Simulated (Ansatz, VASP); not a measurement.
**HgTe: VASP beside Ansatz**

```
CELL_PARAMETERS angstrom
4.70041 0.00000 0.00000
-2.35021 4.07068 0.00000
0.00000 0.00000 23.07278
ATOMIC_POSITIONS crystal
Hg 0.00000 0.00000 0.99980
Hg 0.33333 0.66667 0.16690
Hg 0.66667 0.33333 0.33327
Hg 0.00000 0.00000 0.49980
Hg 0.66667 0.33333 0.66690
Hg 0.33333 0.66667 0.83327
Te 0.00000 0.00000 0.12522
Te 0.33333 0.66667 0.29168
Te 0.66667 0.33333 0.45812
Te 0.00000 0.00000 0.62522
Te 0.66667 0.33333 0.79168
Te 0.33333 0.66667 0.95812
```

Alike in both runs: functional PBE; k mesh 12 × 12 × 2; occupations gaussian, width 0.1 eV; no spin polarisation.

Ansatz relaxed the structure, and its values are those at the end. VASP's run is a single point on that final structure, the one shown.

|  | VASP | Ansatz |
| --- | --- | --- |
| version | VASP 6.6.1 | Ansatz 0.2.0 |
| potentials or method | VASP PAW PBE potentials, release 64 (Hg, Te), cutoff 520 eV | scalar-relativistic, plane waves, PAW |
| valence electrons in the cell | 108 | 216 |

VASP gave:

- gap on the k mesh at the Fermi level (eV): none
- pressure (GPa): 0.1

Question: Which values does Ansatz return?

Answer: gap on the k mesh at the Fermi level (eV): none; pressure (GPa): 0.0.

A gap of «none» marks a metal or a gap that the smearing closes. VASP's potentials hold 108 valence electrons a cell and Ansatz's 216, so a difference there can come from the potentials and not from the codes.

Spin-orbit coupling is off throughout.
